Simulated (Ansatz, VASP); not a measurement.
# Two plane-wave programs on Si

```xyz
17
Lattice="0.0000 5.4300 5.4300 5.4300 0.0000 5.4300 5.4300 5.4300 0.0000" Properties=species:S:1:pos:R:3 pbc="T T T"
Si   -0.1185   -0.1179    0.1970
Si    1.2997    1.3007    1.4224
Si    2.4440    2.4454   -0.2780
Si    3.8209    3.8204    1.1087
Si    2.7458    0.0401    2.7463
Si    4.0611    1.3994    4.1130
Si    5.3153    2.9102    2.5984
Si    6.7308    4.1485    4.0109
Si    0.0388    2.7462    2.7465
Si    1.3989    4.0606    4.1129
Si    2.9104    5.3152    2.5977
Si    4.1466    6.7316    4.0107
Si    2.8071    2.8073    5.5215
Si    4.1549    4.1556    6.8669
Si    5.4677    5.4692    5.4592
Si    6.8299    6.8302    6.7790
Si    6.3728    6.3715    9.0941
```

Alike in both runs: functional PBE; k mesh 2 × 2 × 2; occupations fermi-dirac, width 0.02 eV; no spin polarisation.

Ansatz relaxed the structure, and its values are those at the end. VASP's run is a single point on that final structure, the one shown.

```csv
,VASP,Ansatz
version,VASP 6.6.1,Ansatz 0.2.0
potentials or method,"VASP PAW PBE potentials, release 64 (Si), cutoff 520 eV","scalar-relativistic, plane waves, PAW"
valence electrons in the cell,68,68
```

VASP gave:

```
rms of the force components (eV/Å) : 0.012
```

Problem. Estimate Ansatz's values.

Solution. rms of the force components (eV/Å): 0.011.

The k mesh is coarse, so the values compare programs but aren't converged.
